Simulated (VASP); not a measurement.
MnHg, 2 atoms in the cell. The structure is cubic, space group Pm-3m (No. 221). The conventional cell has a = 3.270 Å, b = 3.270 Å, c = 3.270 Å, α = 90.00°, β = 90.00°, γ = 90.00°. Within 3.7 Å of Mn (site symmetry m-3m) lie 8 Hg at 2.83 Å and 6 Mn at 3.27 Å. Within 3.7 Å of Hg (site symmetry m-3m) lie 8 Mn at 2.83 Å and 6 Hg at 3.27 Å. 

| Property | Result |
| --- | --- |
| Program | VASP 6.6.1 |
| Task | single point |
| Functional | PBE |
| Potentials or basis | VASP PAW PBE potentials, release 64 (Mn_pv, Hg) |
| Cutoff | 520 eV |
| k mesh | 11 × 11 × 11 |
| Occupations | fermi-dirac, width 0.08 eV |
| Spin | collinear spin, ferromagnetic start |
| Starting moments | [4.0, 0.0] μB |
| Dipole correction | no |
| Further INCAR settings | ALGO = Normal; EDIFF = 1e-07; NBANDS = 24 |

Potentials or basis: VASP PAW PBE potentials, release 64 (Mn_pv, Hg).

Launch:

```console
$ cat potpaw_PBE.64/Mn_pv/POTCAR potpaw_PBE.64/Hg/POTCAR > POTCAR
$ mpirun -np 1 vasp_std > vasp.out
```

Hardware: 1 thread of Oxide Virtual Turin-like Processor (shared host).

Problem. Estimate the wall time of this run.

Solution. It took 94 s on 1 thread of Oxide Virtual Turin-like Processor (shared host), peak memory 0.16 GiB. Counts: scf iterations 15, k points 56.
